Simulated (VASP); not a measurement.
A run of VASP 6.6.1 is set up as follows.

File INCAR:

```
PREC = Accurate ; ENCUT = 520
EDIFF = 1E-8 ; ISMEAR = -1
SIGMA = 0.05 ; LREAL = False
LASPH = True ; NELM = 100
ALGO = Normal ; ISIF = 2
LWAVE = False ; LCHARG = False
GGA = PE ; LEFG = True
NBANDS = 16
```

Contents of KPOINTS:

```
regular mesh
0
Gamma
  16 16 16
```

POSCAR

```
CuO
1.0
    0.0000000000      2.3061620674      2.3061620674
    2.3061620674      0.0000000000      2.3061620674
    2.3061620674      2.3061620674      0.0000000000
Cu O
1 1
Direct
    0.0000000000      0.0000000000      0.0000000000
    0.2500000000      0.2500000000      0.2500000000
```

Potentials or basis: VASP PAW PBE potentials, release 64 (Cu, O).

Launch:

```bash
$ cat potpaw_PBE.64/Cu/POTCAR potpaw_PBE.64/O/POTCAR > POTCAR
$ mpirun -np 1 vasp_std > vasp.out
```

Q: Predict the band gap on the k mesh.

A: Zero (an odd number of electrons rules out a gap without spin polarisation).

Q: What does it give for the pressure?

A: -6.5 GPa.

Caveat: the cell stands under tension; an odd number of electrons without spin polarisation forces a metal; a magnetic or distorted state may lie lower; semilocal functionals often make such compounds metallic where correlation or magnetic order opens a gap, which also shifts bond lengths. With open d or f shells a metallic result of PBE can be an artefact of self-interaction; +U or a hybrid may open a gap.
